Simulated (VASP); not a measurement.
# Rh in VASP: notebook

Runs on Rh. Level: LDA. Tasks: single point.

Program: VASP 6.6.1. These are calculated values, not measurements. Logs are shortened: lines on timing, memory, paths and dates and some standing lists are left out, and cuts for length are marked.

**1. The cell of the first run**

Symmetry: I4/mmm, No. 139, tetragonal system. Conventional cell: a = 2.689 Å, b = 2.689 Å, c = 3.841 Å, α = 90.00°, β = 90.00°, γ = 90.00°. Within 3.5 Å of Rh (site symmetry 4/mmm) lie 12 Rh at 2.69 to 2.70 Å.

**2. Single point, LDA (zz strain of +1 %)**

Input file INCAR:

```
PREC     = Accurate       # precision mode
ENCUT    = 520            # plane-wave cutoff, eV
EDIFF    = 1E-6           # SCF threshold, eV
ISMEAR   = -1             # smearing method
SIGMA    = 0.03           # smearing width, eV
LREAL    = F              # projectors in reciprocal space
LASPH    = T              # aspherical terms in the spheres
NELM     = 100            # most SCF steps
ALGO     = Normal         # electronic algorithm
ISIF     = 2              # what is computed and relaxed
LWAVE    = F              # write WAVECAR
LCHARG   = F              # write CHGCAR
NBANDS   = 14             # bands
```

Input file KPOINTS:

```
regular mesh
0
Gamma
  16 16 16
```

Input file POSCAR:

```
Rh
1.0
    0.0000000000      1.9015500000      1.9205655000
    1.9015500000      0.0000000000      1.9205655000
    1.9015500000      1.9015500000      0.0000000000
Rh
1
Direct
    0.0000000000      0.0000000000      0.0000000000
```

Potentials or basis: VASP PAW LDA potentials, release 64 (Rh_pv).

Command:

```console
cat potpaw_LDA.64/Rh_pv/POTCAR > POTCAR
mpirun -np 1 vasp_std > vasp.out
```

OUTCAR:

```text
PREC = Accurate
   ENCUT = 520
   EDIFF = 1E-6
   ISMEAR = -1
   LREAL = F
   LASPH = T
   NELM = 100
   ISIF = 2

 ion  position               nearest neighbor table
   1  0.000  0.000  0.000-

  LATTYP: Found a body centered tetragonal cell.
 ALAT       =     2.6891977995
 C/A-ratio  =     1.4283556980

  Lattice vectors:

 A1 = (  -1.9015500000,   0.0000000000,   1.9205655000)
 A2 = (   1.9015500000,   0.0000000000,   1.9205655000)
 A3 = (   0.0000000000,   1.9015500000,  -1.9205655000)

Analysis of symmetry for initial positions (statically):
=====================================================================
 Subroutine PRICEL returns:
 Original cell was already a primitive cell.

 Routine SETGRP: Setting up the symmetry group for a
 body centered tetragonal supercell.

 Subroutine GETGRP returns: Found 16 space group operations
 (whereof 16 operations were pure point group operations)
 out of a pool of 16 trial point group operations.

The static configuration has the point symmetry D_4h.

Analysis of symmetry for dynamics (positions and initial velocities):
=====================================================================
 Subroutine PRICEL returns:
 Original cell was already a primitive cell.

 Routine SETGRP: Setting up the symmetry group for a
 body centered tetragonal supercell.

 Subroutine GETGRP returns: Found 16 space group operations
 (whereof 16 operations were pure point group operations)
 out of a pool of 16 trial point group operations.

The dynamic configuration has the point symmetry D_4h.

 Subroutine INISYM returns: Found 16 space group operations
 (whereof 16 operations are pure point group operations),
 and found     1 'primitive' translations

----------------------------------------------------------------------------------------

                                     Primitive cell

  volume of cell :      13.8891

  direct lattice vectors                    reciprocal lattice vectors
     0.000000000  1.901550000  1.920565500    -0.262943388  0.262943388  0.260339988
     1.901550000  0.000000000  1.920565500     0.262943388 -0.262943388  0.260339988
     1.901550000  1.901550000  0.000000000     0.262943388  0.262943388 -0.260339988

  length of vectors
     2.702677236  2.702677236  2.689197800     0.453933211  0.453933211  0.453933211

  position of ions in fractional coordinates (direct lattice)
     0.000000000  0.000000000  0.000000000

  ion indices of the primitive-cell ions
   primitive index   ion index
                 1           1
[... 74 lines left out ...]
   EDIFFG = 0.1E-04   stopping-criterion for IOM
   NSW    =      0    number of steps for IOM
   IBRION =     -1    ionic relax: 0-MD 1-quasi-New 2-CG
   NFREE  =      0    steps in history (QN), initial steepest desc. (CG)
   ISIF   =      2    stress and relaxation
   ISYM   =      2    0-nonsym 1-usesym 2-fastsym
   POTIM  = 0.5000    time-step for ionic-motion
   TEBEG  =    0.0;   TEEND  =   0.0 temperature during run
   PSTRESS=    0.0 pullay stress
   NELECT =      15.0000    total number of electrons
   NUPDOWN=      -1.0000    fix difference up-down
   EMIN   =  10.00;   EMAX   =-10.00  energy-range for DOS
   EFERMI =   0.00;   METHOD = LEGACY
   ISMEAR =    -1;   SIGMA  =   0.03  broadening in eV -4-tet -1-fermi 0-gaus
   EFERMI_NEDOS =   21; number of points for ismear=-14 and -15
   IALGO  =     38    algorithm
   IMIX   =      4    mixing-type and parameters
     AMIX     =   0.40;   BMIX     =  1.00
     AMIX_MAG =   1.60;   BMIX_MAG =  1.00
  volume/ion in A,a.u.               =      13.89        93.73
  Fermi-wavevector in a.u.,A,eV,Ry     =   1.679630  3.174041 38.384186  2.821158
  Thomas-Fermi vector in A             =   2.763508
   LORBIT       =      0    0 simple, 1 ext, 2 COOP (PROOUT), +10 PAW based schemes
   GGA     = CA    functional components
   LHFCALC =     F    Hartree Fock is set to
   AEXX    =    0.0000 exact exchange contribution
   IVDW    =     0    specifies the selected vdW correction
   LEPSILON=     F    determine dielectric tensor
   LRPA    =     F    only Hartree local field effects (RPA)
 non-spin polarized calculation
  energy-cutoff  :      520.00
  volume of cell :       13.89
 maximum number of plane-waves:       388
   NGX =  9   NGY =  9   NGZ =  9

 number of electron      15.0000005 magnetization

 Free energy of the ion-electron system (eV)
  ---------------------------------------------------
  ext. energy  EPLUGINS =         0.00000000
  ---------------------------------------------------
  free energy    TOTEN  =        -8.65786903 eV

  energy without entropy =       -8.65330343  energy(sigma->0) =       -8.65558623

 E-fermi :  11.5101     XC(G=0): -14.2868

 val. band max:       11.5097881832   @ k =  -0.3750   0.2500   0.0000
 cond. band min:      11.5148872825   @ k =   0.4375   0.0625   0.1250
 fundamental gap:      0.0050990992
 Fermi energy:        11.5101238150

 k-point     1 :       0.0000    0.0000    0.0000
  band No.  band energies     occupation
      1     -34.6268      2.00000
      2     -34.6224      2.00000
      3     -34.6224      2.00000
      4       3.5665      2.00000
      5       8.3897      2.00000
      6       8.4974      2.00000
      7       8.4974      2.00000
      8      10.4892      2.00000
      9      10.6184      2.00000
     10      27.4811      0.00000
     11      31.9010      0.00000
     12      32.6287      0.00000
     13      32.9258      0.00000
     14      32.9258      0.00000
[... 377 lines left out ...]
      1     -34.6922      2.00000
      2     -34.6471      2.00000
      3     -34.6273      2.00000
      4       3.9781      2.00000
      5       8.2910      2.00000
      6       8.5876      2.00000
      7       8.6418      2.00000
      8      10.4271      2.00000
      9      10.5230      2.00000
     10      28.0563      0.00000
     11      31.2135      0.00000
     12      31.9029      0.00000
     13      32.6902      0.00000
     14      33.7898      0.00000

 [... further k-points ...]
[... 5 lines left out ...]
  --------------------------------------------------------------------------------------
  -------------------------------------------------------------------------------------
  Total       -1.0545707     -1.0545707     -1.2550502      0.0000000     -0.0000000      0.0000000
  in kB     -121.6498788   -121.6498788   -144.7761622      0.0000000     -0.0000000      0.0000000
  external PRESSURE =    -129.3586399 kB  Pullay stress =       0.0000000 kB

 VOLUME and BASIS-vectors are now :
 -----------------------------------------------------------------------------
  energy-cutoff  :      520.00
  volume of cell :       13.89
      direct lattice vectors                 reciprocal lattice vectors
     0.000000000  1.901550000  1.920565500    -0.262943388  0.262943388  0.260339988
     1.901550000  0.000000000  1.920565500     0.262943388 -0.262943388  0.260339988
     1.901550000  1.901550000  0.000000000     0.262943388  0.262943388 -0.260339988

 POSITION                                       TOTAL-FORCE (eV/Angst)
 -----------------------------------------------------------------------------------
      0.00000      0.00000      0.00000         0.000000      0.000000      0.000000
 -----------------------------------------------------------------------------------
    total drift:                                0.000000      0.000000      0.000000

  FREE ENERGIE OF THE ION-ELECTRON SYSTEM (eV)
  ---------------------------------------------------
  free  energy   TOTEN  =        -8.6578690254 eV

  energy  without entropy=       -8.6533034302  energy(sigma->0) =       -8.65558623
```

Run time: 19 s. Hardware: 1 thread of Intel Xeon 6975P-C (Granite Rapids), shared host; peak memory 0.16 GiB.

What came out:

```yaml
Free_energy: -8.6579 eV
Pressure: -12.9 GPa
```

Caveat: the cell differs from its parent crystal (zz strain of +1 %).

**3. Single point, LDA (zz strain of +2 %)**

Input file INCAR:

```
SYSTEM = Rh
ALGO = Normal
EDIFF = 1E-6
ENCUT = 520
ISIF = 2
ISMEAR = -1
LASPH = .True.
LCHARG = .False.
LREAL = .False.
LWAVE = .False.
NBANDS = 14
NELM = 60
PREC = Accurate
SIGMA = 0.03
```

Input file KPOINTS:

```
k-points
0
Gamma
  16 16 16
  0 0 0
```

Input file POSCAR:

```
Rh
1.0
    0.0000000000      1.9015500000      1.9395810000
    1.9015500000      0.0000000000      1.9395810000
    1.9015500000      1.9015500000      0.0000000000
Rh
1
Direct
    0.0000000000      0.0000000000      0.0000000000
```

Potentials or basis: VASP PAW LDA potentials, release 64 (Rh_pv).

Command:

```console
cat potpaw_LDA.64/Rh_pv/POTCAR > POTCAR
mpirun -np 1 vasp_std > vasp.out
```

Wall time 19 s (1 thread of Intel Xeon 6975P-C (Granite Rapids), shared host); peak memory 0.16 GiB.

It converged, with:

```yaml
Free_energy: -8.6439 eV
Pressure: -15.3 GPa
```

Stress tensor (GPa, compression positive):
```
-13.78   0.00   0.00
  0.00 -13.78   0.00
  0.00   0.00 -18.25
```

Levels at points of the mesh, in eV from the Fermi level:
| k point | band 3 | band 4 | band 5 | band 6 | band 7 | band 8 | band 9 | band 10 | band 11 | band 12 |
| --- | --- | --- | --- | --- | --- | --- | --- | --- | --- | --- |
| (0.00, 0.00, 0.00) | -46.11 | -7.87 | -3.14 | -2.93 | -2.93 | -1.07 | -0.82 | 15.98 | 20.42 | 20.88 |
| (0.50, 0.00, 0.00) | -46.20 | -5.99 | -3.17 | -2.95 | 0.52 | 0.62 | 0.73 | 8.39 | 15.48 | 20.42 |
| (0.50, 0.50, 0.00) | -46.35 | -6.14 | -5.79 | 0.57 | 0.96 | 0.96 | 2.92 | 11.63 | 13.34 | 13.34 |
| (0.50, 0.00, 0.50) | -46.37 | -6.14 | -5.80 | 0.55 | 0.88 | 1.07 | 3.33 | 12.18 | 12.89 | 13.08 |

Caveat: the cell differs from its parent crystal (zz strain of +2 %).

(Continued in part 2 of 2.)
